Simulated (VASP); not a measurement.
# Ho4Ti (P4/mmm) in VASP: a series of runs, part 2 of 2

VASP 6.6.1.

### 3 Single point, PBE

This run uses another cell than the first one, of 32.96 Å³/atom.

INCAR reads:

```
  ALGO = Normal
  EDIFF = 1E-6
  ENCUT = 500
  GGA = PE
  GGA_COMPAT = F
  ISIF = 2
  ISMEAR = 0
  LASPH = T
  LCHARG = T
  LELF = T
  LMAXMIX = 6
  LREAL = F
  LVHAR = T
  LWAVE = F
  NBANDS = 32
  NELM = 200
  PREC = Accurate
  SIGMA = 0.2
```

KPOINTS reads:

```
k-points
0
Gamma
  4 4 3
```

POSCAR reads:

```
Ho4Ti
1.0
    4.9472780447      0.0000000000      0.0000000000
    0.0000000000      4.9472780447      0.0000000000
    0.0000000000      0.0000000000      6.7329382488
Ho Ti
4 1
Direct
    0.0000000000      0.5000000000      0.2488739953
    0.5000000000      0.0000000000      0.2488739953
    0.0000000000      0.5000000000      0.7511260047
    0.5000000000      0.0000000000      0.7511260047
    0.0000000000      0.0000000000      0.0000000000
```

Potentials or basis: VASP PAW PBE potentials, release 64 (Ho_3, Ti_sv), 4f in core.

Command:

```bash
cat potpaw_PBE.64/Ho_3/POTCAR potpaw_PBE.64/Ti_sv/POTCAR > POTCAR
mpirun -np 1 vasp_std > vasp.out
```

OUTCAR:

```text
EDIFF = 1E-6
   ENCUT = 500
   GGA = PE
   ISIF = 2
   ISMEAR = 0
   LASPH = T
   LREAL = F
   NELM = 200
   PREC = Accurate

 ion  position               nearest neighbor table
   1  0.000  0.500  0.249-   5 2.99   5 2.99   3 3.35   3 3.38   2 3.50   2 3.50   2 3.50   2 3.50

   2  0.500  0.000  0.249-   5 2.99   5 2.99   4 3.35   4 3.38   1 3.50   1 3.50   1 3.50   1 3.50

   3  0.000  0.500  0.751-   5 2.99   5 2.99   1 3.35   1 3.38   4 3.50   4 3.50   4 3.50   4 3.50

   4  0.500  0.000  0.751-   5 2.99   5 2.99   2 3.35   2 3.38   3 3.50   3 3.50   3 3.50   3 3.50

   5  0.000  0.000  0.000-   1 2.99   2 2.99   3 2.99   4 2.99   1 2.99   3 2.99   2 2.99   4 2.99

  LATTYP: Found a simple tetragonal cell.
 ALAT       =     4.9472780447
 C/A-ratio  =     1.3609379113

  Lattice vectors:

 A1 = (   4.9472780447,   0.0000000000,   0.0000000000)
 A2 = (   0.0000000000,   4.9472780447,   0.0000000000)
 A3 = (   0.0000000000,   0.0000000000,   6.7329382488)

Analysis of symmetry for initial positions (statically):
=====================================================================
 Subroutine PRICEL returns:
 Original cell was already a primitive cell.

 Routine SETGRP: Setting up the symmetry group for a
 simple tetragonal supercell.

 Subroutine GETGRP returns: Found 16 space group operations
 (whereof 16 operations were pure point group operations)
 out of a pool of 16 trial point group operations.

The static configuration has the point symmetry D_4h.

Analysis of symmetry for dynamics (positions and initial velocities):
=====================================================================
 Subroutine PRICEL returns:
 Original cell was already a primitive cell.

 Routine SETGRP: Setting up the symmetry group for a
 simple tetragonal supercell.

 Subroutine GETGRP returns: Found 16 space group operations
[... 113 lines left out ...]
   IALGO  =     38    algorithm
   IMIX   =      4    mixing-type and parameters
     AMIX     =   0.40;   BMIX     =  1.00
     AMIX_MAG =   1.60;   BMIX_MAG =  1.00
  volume/ion in A,a.u.               =      32.96       222.41
  Fermi-wavevector in a.u.,A,eV,Ry     =   1.085199  2.050729 16.023002  1.177657
  Thomas-Fermi vector in A             =   2.221307
   LORBIT       =      0    0 simple, 1 ext, 2 COOP (PROOUT), +10 PAW based schemes
   GGA     = PE    functional components
   LHFCALC =     F    Hartree Fock is set to
   AEXX    =    0.0000 exact exchange contribution
   IVDW    =     0    specifies the selected vdW correction
   LEPSILON=     F    determine dielectric tensor
   LRPA    =     F    only Hartree local field effects (RPA)
 non-spin polarized calculation
 Gauss-broadening in eV      SIGMA  =   0.20
  energy-cutoff  :      500.00
  volume of cell :      164.79
 maximum number of plane-waves:      4224
   NGX = 19   NGY = 19   NGZ = 25

 number of electron      48.0000010 magnetization

 Free energy of the ion-electron system (eV)
  ---------------------------------------------------
  ext. energy  EPLUGINS =         0.00000000
  ---------------------------------------------------
  free energy    TOTEN  =       -22.56652252 eV

  energy without entropy =      -22.40130479  energy(sigma->0) =      -22.48391366

 E-fermi :   2.6245     XC(G=0):  -9.3315

 val. band max:        2.6078487842   @ k =   0.0000   0.0000   0.0000
 cond. band min:       2.6965574920   @ k =   0.2500   0.0000   0.3333
 fundamental gap:      0.0887087078
 Fermi energy:         2.6244655752

 k-point     1 :       0.0000    0.0000    0.0000
  band No.  band energies     occupation
      1     -53.7554      2.00000
      2     -30.0787      2.00000
      3     -30.0310      2.00000
      4     -30.0310      2.00000
      5     -21.7889      2.00000
      6     -21.6998      2.00000
[... 409 lines left out ...]
     31       4.8826      0.00000
     32       4.9159      0.00000

------------------------ aborting loop because EDIFF is reached ----------------------------------------

  FORCE on cell =-STRESS in cart. coord.  units (eV):
  Direction    XX          YY          ZZ          XY          YZ          ZX
  --------------------------------------------------------------------------------------
  -------------------------------------------------------------------------------------
  Total        0.1949314      0.1949314      0.5541798      0.0000000     -0.0000000      0.0000000
  in kB        1.8952000      1.8952000      5.3879558      0.0000000     -0.0000000      0.0000000
  external PRESSURE =       3.0594519 kB  Pullay stress =       0.0000000 kB

 VOLUME and BASIS-vectors are now :
 -----------------------------------------------------------------------------
  energy-cutoff  :      500.00
  volume of cell :      164.79
      direct lattice vectors                 reciprocal lattice vectors
     4.947278045  0.000000000  0.000000000     0.202131352  0.000000000  0.000000000
     0.000000000  4.947278045  0.000000000     0.000000000  0.202131352  0.000000000
     0.000000000  0.000000000  6.732938249     0.000000000  0.000000000  0.148523566

 POSITION                                       TOTAL-FORCE (eV/Angst)
 -----------------------------------------------------------------------------------
      0.00000      2.47364      1.67565        -0.000000     -0.000000      0.007629
      2.47364      0.00000      1.67565         0.000000      0.000000      0.007629
      0.00000      2.47364      5.05729         0.000000     -0.000000     -0.007629
      2.47364      0.00000      5.05729         0.000000      0.000000     -0.007629
      0.00000      0.00000      0.00000         0.000000      0.000000      0.000000
 -----------------------------------------------------------------------------------
    total drift:                                0.000000      0.000000     -0.000000

  FREE ENERGIE OF THE ION-ELECTRON SYSTEM (eV)
  ---------------------------------------------------
  free  energy   TOTEN  =       -22.5665225185 eV

  energy  without entropy=      -22.4013047926  energy(sigma->0) =      -22.48391366
```

OSZICAR:

```text
N       E                     dE             d eps       ncg     rms          rms(c)
DAV:   1     0.407124753533E+03    0.40712E+03   -0.19814E+04   928   0.138E+03
DAV:   2     0.210674735208E+02   -0.38606E+03   -0.37568E+03  1136   0.666E+02
DAV:   3    -0.174804133910E+02   -0.38548E+02   -0.35218E+02  1360   0.168E+02
DAV:   4    -0.232298237719E+02   -0.57494E+01   -0.52097E+01  1504   0.428E+01
DAV:   5    -0.237850225990E+02   -0.55520E+00   -0.52209E+00  1392   0.140E+01    0.322E+01
DAV:   6    -0.236820907327E+02    0.10293E+00   -0.13965E+01  1272   0.213E+01    0.173E+01
DAV:   7    -0.259205017800E+02   -0.22384E+01   -0.54318E+01  1256   0.309E+01    0.173E+01
DAV:   8    -0.237068728012E+02    0.22136E+01   -0.28797E+00  1248   0.139E+01    0.107E+01
DAV:   9    -0.225689634277E+02    0.11379E+01   -0.64067E+00  1312   0.982E+00    0.242E+00
DAV:  10    -0.225658621338E+02    0.31013E-02   -0.60854E-01  1320   0.396E+00    0.962E-01
DAV:  11    -0.225666698270E+02   -0.80769E-03   -0.19708E-02  1392   0.103E+00    0.832E-01
DAV:  12    -0.225666526581E+02    0.17169E-04   -0.11367E-02  1128   0.842E-01    0.210E-01
DAV:  13    -0.225665354537E+02    0.11720E-03   -0.13088E-03  1336   0.247E-01    0.896E-02
DAV:  14    -0.225665183473E+02    0.17106E-04   -0.27674E-04  1440   0.112E-01    0.205E-02
DAV:  15    -0.225665227099E+02   -0.43627E-05   -0.19886E-05  1216   0.323E-02    0.100E-02
DAV:  16    -0.225665225185E+02    0.19144E-06   -0.95277E-06   984   0.155E-02
   1 F= -.22566523E+02 E0= -.22483914E+02  d E =-.165218E+00
```

Wall time 38 s (1 thread of Intel Xeon 6975P-C (Granite Rapids), shared host); peak memory 0.26 GiB.

What came out:

```
Free energy            : -22.5665 eV
Pressure               : 0.3 GPa
Largest force          : 0.008 eV/Å
Band gap on the k mesh : zero (bands 24 and 25 overlap by 0.16 eV)
```

Forces in eV/Å, atoms in the order of the input:
```
Ho   0.000  0.000  0.008
Ho   0.000  0.000  0.008
Ho   0.000  0.000 -0.008
Ho   0.000  0.000 -0.008
Ti   0.000  0.000  0.000
```

Caveat: spin-orbit coupling is left out, which moves the levels of the heavy elements; the 4f electrons are frozen in the core, so they carry no moment and show no levels.

### 4 Single point, PBE

This run uses another cell than the first one, of 36.37 Å³/atom.

INCAR reads:

```
PREC     = Accurate       # precision mode
ENCUT    = 500            # plane-wave cutoff, eV
EDIFF    = 1E-6           # SCF threshold, eV
ISMEAR   = 0              # smearing method
SIGMA    = 0.2            # smearing width, eV
LREAL    = F              # projectors in reciprocal space
LASPH    = T              # aspherical terms in the spheres
NELM     = 200            # most SCF steps
ALGO     = Normal         # electronic algorithm
ISIF     = 2              # what is computed and relaxed
LWAVE    = F              # write WAVECAR
LCHARG   = F              # write CHGCAR
GGA      = PE             # functional
NBANDS   = 32             # bands
GGA_COMPAT= F            
LMAXMIX  = 6              # l up to which the mixer works
```

KPOINTS reads:

```
Automatic mesh
0
Gamma
  5 5 2
```

POSCAR reads:

```
Ho4Ti
1.0
    3.9851615405      0.0000000000      0.0000000000
    0.0000000000      3.9851615405      0.0000000000
    0.0000000000      0.0000000000     11.4514823741
Ho Ti
4 1
Direct
    0.5000000000      0.0000000000      0.5000000000
    0.0000000000      0.5000000000      0.5000000000
    0.0000000000      0.0000000000      0.7553108025
    0.0000000000      0.0000000000      0.2446891975
    0.0000000000      0.0000000000      0.0000000000
```

Command:

```bash
cat potpaw_PBE.64/Ho_3/POTCAR potpaw_PBE.64/Ti_sv/POTCAR > POTCAR
mpirun -np 1 vasp_std > vasp.out
```

It took 58 s on 1 thread of Intel Xeon 6975P-C (Granite Rapids), shared host; peak memory 0.29 GiB.

The run converged. Its results:

```
Free energy            : -19.0328 eV
Pressure               : 0.7 GPa
Largest force          : 0.046 eV/Å
Band gap on the k mesh : zero (bands 24 and 25 overlap by 0.11 eV)
```

Forces on the atoms (eV/Å):
```
Ho   0.000  0.000  0.000
Ho   0.000  0.000  0.000
Ho   0.000  0.000 -0.046
Ho   0.000  0.000  0.046
Ti   0.000  0.000  0.000
```

Stress tensor (GPa, compression positive):
```
0.77 0.00 0.00
0.00 0.77 0.00
0.00 0.00 0.67
```

Levels at points of the mesh, in eV from the Fermi level:
```tsv
k point	band 20	band 21	band 22	band 23	band 24	band 25	band 26	band 27	band 28	band 29
(0.00, 0.00, 0.00)	-2.80	-1.21	-0.85	-0.24	-0.11	0.01	0.01	0.49	0.56	0.81
(0.00, 0.00, 0.50)	-2.19	-1.15	-0.85	-0.31	-0.14	0.15	0.23	0.23	0.41	0.41
```

Caveat: spin-orbit coupling is left out, which moves the levels of the heavy elements; the 4f electrons are frozen in the core, so they carry no moment and show no levels.

### 5 Summary

```tsv
cell	k mesh	gap on the mesh (eV)	pressure (GPa)	largest force (eV/Å)
a = 4.900, b = 4.900, c = 6.801 Å, 5 atoms, atomic positions A	4 × 4 × 3	none	0.6	-
a = 4.947, b = 4.947, c = 6.733 Å, 5 atoms, atomic positions A	4 × 4 × 3	none	0.3	0.01
a = 3.985, b = 3.985, c = 11.451 Å, 5 atoms, atomic positions B	5 × 5 × 2	none	0.7	0.05
```

Alike in all rows: task single point; level PBE; potentials or basis VASP PAW PBE potentials, release 64 (Ho_3, Ti_sv), 4f in core; no spin polarisation; cutoff (eV) 500; smearing gaussian 0.2 eV.

Caveats: spin-orbit coupling is left out, which moves the levels of the heavy elements; the 4f electrons are frozen in the core, so they carry no moment and show no levels.

Total energies depend on the potentials used, so only differences within one code and one set of settings carry meaning.
